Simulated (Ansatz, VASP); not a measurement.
**ZnS in VASP and in Ansatz**

```
Zn S
1.0
     3.84608    0.00000    0.00000
    -1.92304    3.33080    0.00000
     0.00000    0.00000    6.30289
Zn S
2 2
Direct
  0.33333 0.66667 0.00519
  0.66667 0.33333 0.50519
  0.33333 0.66667 0.37981
  0.66667 0.33333 0.87981
```

Alike in both runs: functional PBE; k mesh 6 × 6 × 4; no spin polarisation.

Ansatz relaxed the structure, and its values are those at the end. VASP's run is a single point on that final structure, the one shown.

|  | VASP | Ansatz |
| --- | --- | --- |
| version | VASP 6.6.1 | Ansatz 0.2.0 |
| potentials or method | VASP PAW PBE potentials, release 64 (Zn, S), cutoff 520 eV | plane waves, PAW |
| occupations | gaussian, width 0.01 eV | fixed |
| valence electrons in the cell | 36 | 36 |

```csv
,VASP,Ansatz,Ansatz less VASP
pressure (GPa),0.1,0.0,-0.15
```
